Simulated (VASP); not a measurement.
# TlPt (P6/mmm) in VASP: electric field gradients with r2SCAN

Aim: the electric field gradients of TlPt with r2SCAN.

All numbers are computed with VASP 6.6.1; they aren't measurements. Logs are shortened: lines on timing, memory, paths and dates and some standing lists are left out, and cuts for length are marked.

**1. The cell of the first run**

Symmetry: P6/mmm, No. 191, hexagonal system. Conventional cell: a = 5.605 Å, b = 5.605 Å, c = 4.639 Å, α = 90.00°, β = 90.00°, γ = 120.00°. Tl (site symmetry mmm) has 4 Tl at 2.80 Å and 6 Pt at 2.80 to 2.83 Å within 3.7 Å. Within 3.7 Å of Pt (site symmetry 6/mmm) lie 6 Tl at 2.80 Å. Pt (site symmetry -6m2) has 6 Tl at 2.83 Å and 3 Pt at 3.24 Å within 3.7 Å.

**2. Electric field gradients, r2SCAN**

POSCAR

```
TlPt
1.0
    5.6049989659      0.0000000000      0.0000000000
   -2.8024994829      4.8540714926      0.0000000000
    0.0000000000      0.0000000000      4.6390000000
Tl Pt
3 3
Direct
    0.5000000000      0.0000000000      0.0000000000
    0.5000000000      0.5000000000      0.0000000000
    0.0000000000      0.5000000000      0.0000000000
    0.0000000000      0.0000000000      0.0000000000
    0.3333333333      0.6666666667      0.5000000000
    0.6666666667      0.3333333333      0.5000000000
```

INCAR.step1

```
SYSTEM = TlPt
PREC = Accurate ; ENCUT = 520
ISMEAR = -1 ; SIGMA = 0.05
LREAL = .False. ; LASPH = .True.
NELM = 100 ; NBANDS = 44
GGA = PE ; ALGO = Normal
EDIFF = 1E-4 ; LWAVE = .True.
LCHARG = .False.
```

INCAR.step2

```
SYSTEM = TlPt
PREC = Accurate ; ENCUT = 520
EDIFF = 1E-8 ; ISMEAR = -1
SIGMA = 0.05 ; LREAL = .False.
LASPH = .True. ; NELM = 100
ALGO = Normal ; ISIF = 2
LWAVE = .False. ; LCHARG = .False.
METAGGA = R2SCAN ; LMIXTAU = .True.
LEFG = .True. ; NBANDS = 44
ISTART = 1
```

KPOINTS

```
regular mesh
0
Gamma
  7 7 7
  0 0 0
```

Potentials or basis: VASP PAW PBE potentials, release 64 (Tl_d, Pt).

Run with:

```console
$ cat potpaw_PBE.64/Tl_d/POTCAR potpaw_PBE.64/Pt/POTCAR > POTCAR
$ cp INCAR.step1 INCAR
$ mpirun -np 1 vasp_std > vasp.out
$ cp INCAR.step2 INCAR
$ mpirun -np 1 vasp_std > vasp.out
```

OUTCAR:

```text
SYSTEM = TlPt
   PREC = Accurate
   ENCUT = 520
   EDIFF = 1E-8
   ISMEAR = -1
   LREAL = .False.
   LASPH = .True.
   NELM = 100
   ISIF = 2
   METAGGA = R2SCAN
   ISTART = 1

 ion  position               nearest neighbor table
   1  0.500  0.000  0.000-   2 2.80   2 2.80   3 2.80   3 2.80   4 2.80   4 2.80   6 2.83   5 2.83
                             6 2.83   5 2.83
   2  0.500  0.500  0.000-   1 2.80   1 2.80   4 2.80   4 2.80   3 2.80   3 2.80   6 2.83   5 2.83
                             6 2.83   5 2.83
   3  0.000  0.500  0.000-   4 2.80   4 2.80   1 2.80   1 2.80   2 2.80   2 2.80   6 2.83   5 2.83
                             6 2.83   5 2.83
   4  0.000  0.000  0.000-   3 2.80   3 2.80   2 2.80   2 2.80   1 2.80   1 2.80
   5  0.333  0.667  0.500-   1 2.83   1 2.83   3 2.83   3 2.83   2 2.83   2 2.83   6 3.24   6 3.24
                             6 3.24
   6  0.667  0.333  0.500-   1 2.83   1 2.83   3 2.83   3 2.83   2 2.83   2 2.83   5 3.24   5 3.24
                             5 3.24

  LATTYP: Found a hexagonal cell.
 ALAT       =     5.6049989659
 C/A-ratio  =     0.8276540332

  Lattice vectors:

 A1 = (   5.6049989659,   0.0000000000,   0.0000000000)
 A2 = (  -2.8024994829,   4.8540714926,   0.0000000000)
 A3 = (   0.0000000000,   0.0000000000,   4.6390000000)

Analysis of symmetry for initial positions (statically):
=====================================================================
 Subroutine PRICEL returns:
 Original cell was already a primitive cell.

 Routine SETGRP: Setting up the symmetry group for a
 hexagonal supercell.

 Subroutine GETGRP returns: Found 24 space group operations
 (whereof 24 operations were pure point group operations)
 out of a pool of 24 trial point group operations.

The static configuration has the point symmetry D_6h.

Analysis of symmetry for dynamics (positions and initial velocities):
=====================================================================
 Subroutine PRICEL returns:
 Original cell was already a primitive cell.

 Routine SETGRP: Setting up the symmetry group for a
 hexagonal supercell.

 Subroutine GETGRP returns: Found 24 space group operations
 (whereof 24 operations were pure point group operations)
 out of a pool of 24 trial point group operations.

The dynamic configuration has the point symmetry D_6h.
[... 164 lines left out ...]
      1      -6.7069      2.00000
      2      -5.8701      2.00000
      3      -5.8701      2.00000
      4      -5.4515      2.00000
      5      -5.2880      2.00000
      6      -4.8438      2.00000
[... 1117 lines left out ...]
     43      15.7596      0.00000
     44      16.3534      0.00000

 [... further k-points ...]

------------------------ aborting loop because EDIFF is reached ----------------------------------------

  FORCE on cell =-STRESS in cart. coord.  units (eV):
  Direction    XX          YY          ZZ          XY          YZ          ZX
  --------------------------------------------------------------------------------------
  -------------------------------------------------------------------------------------
  Total       11.8500978     11.8500978      0.6469088      0.0000000      0.0000000      0.0000000
  in kB      150.4272235    150.4272235      8.2119737      0.0000000      0.0000000      0.0000000
  external PRESSURE =     103.0221403 kB  Pullay stress =       0.0000000 kB

 VOLUME and BASIS-vectors are now :
 -----------------------------------------------------------------------------
  energy-cutoff  :      520.00
  volume of cell :      126.21
      direct lattice vectors                 reciprocal lattice vectors
     5.604998966  0.000000000  0.000000000     0.178412165  0.103006311  0.000000000
    -2.802499483  4.854071493  0.000000000     0.000000000  0.206012623  0.000000000
     0.000000000  0.000000000  4.639000000     0.000000000  0.000000000  0.215563699

 POSITION                                       TOTAL-FORCE (eV/Angst)
 -----------------------------------------------------------------------------------
      2.80250      0.00000      0.00000        -0.000000     -0.000000      0.000000
      1.40125      2.42704      0.00000        -0.000000     -0.000000      0.000000
     -1.40125      2.42704      0.00000        -0.000000     -0.000000      0.000000
      0.00000      0.00000      0.00000        -0.000000     -0.000000      0.000000
     -0.00000      3.23605      2.31950         0.000000      0.000000     -0.000000
      2.80250      1.61802      2.31950        -0.000000      0.000000      0.000000
 -----------------------------------------------------------------------------------
    total drift:                                0.000000     -0.000000     -0.000000

  FREE ENERGIE OF THE ION-ELECTRON SYSTEM (eV)
  ---------------------------------------------------
  free  energy   TOTEN  =      -309.7944172375 eV

  energy  without entropy=     -309.7624221372  energy(sigma->0) =     -309.77841969

 Electric field gradients (V/A^2)
---------------------------------------------------------------------
 ion       V_xx      V_yy      V_zz      V_xy      V_xz      V_yz
---------------------------------------------------------------------
   1     -43.618    57.934   -14.316     0.000     0.000     0.000
   2      32.545   -18.229   -14.316   -43.971    -0.000    -0.000
   3      32.545   -18.230   -14.316    43.974     0.000     0.000
   4     -57.483   -57.484   114.967    -0.000    -0.000     0.000
   5      43.992    43.991   -87.983    -0.000     0.000    -0.000
   6      43.992    43.991   -87.983    -0.000     0.000     0.000
---------------------------------------------------------------------

 Electric field gradients after diagonalization (V/A^2)
 (convention: |V_zz| > |V_xx| > |V_yy|)
----------------------------------------------------------------------
 ion       V_xx      V_yy      V_zz     asymmetry (V_yy - V_xx)/ V_zz
----------------------------------------------------------------------
   1     -43.618   -14.316    57.934       0.506
   2     -43.616   -14.316    57.932       0.506
   3     -43.618   -14.316    57.934       0.506
   4     -57.484   -57.483   114.967       0.000
   5      43.992    43.991   -87.983       0.000
   6      43.992    43.991   -87.983       0.000
----------------------------------------------------------------------

           NMR quadrupolar parameters

 Cq : quadrupolar parameter    Cq=e*Q*V_zz/h
 eta: asymmetry parameters     (V_yy - V_xx)/ V_zz
 Q  : nuclear electric quadrupole moment in mb (millibarn)
----------------------------------------------------------------------
 ion       Cq(MHz)       eta       Q (mb)
----------------------------------------------------------------------
   1       0.140       0.506       1.000
   2       0.140       0.506       1.000
   3       0.140       0.506       1.000
   4       0.278       0.000       1.000
   5      -0.213       0.000       1.000
   6      -0.213       0.000       1.000
----------------------------------------------------------------------
```

It took 10 min on 1 thread of Intel Xeon Platinum 8259CL at 2.50GHz (Skylake/Cascade Lake), shared host; peak memory 0.34 GiB.

Results:

| Item | Value |
| --- | --- |
| Free energy | -309.7944 eV |
| Pressure | 10.3 GPa |
| Band gap on the k mesh | zero (an odd number of electrons rules out a gap without spin polarisation) |
| Largest electric field gradient by atom | Tl +57.9; Pt +115.0, -88.0 (each value once) V/Å² |

Electric field gradients, principal values (V/Å²):
```tsv
atom	least	middle	greatest (by size)
1 Tl	-14.316	-43.618	57.934
2 Tl	-14.316	-43.616	57.932
3 Tl	-14.316	-43.618	57.934
4 Pt	-57.483	-57.484	114.967
5 Pt	43.991	43.992	-87.983
6 Pt	43.991	43.992	-87.983
```

Caveat: the stress differs along the axes, from 1 to 15 GPa; without QUAD_EFG the Cq values of the log hold for a quadrupole moment of 1 mb, not for the nuclei; the PAW data sets were made with another functional, which shifts forces and pressure a little; spin-orbit coupling is left out, which moves the levels of the heavy elements.
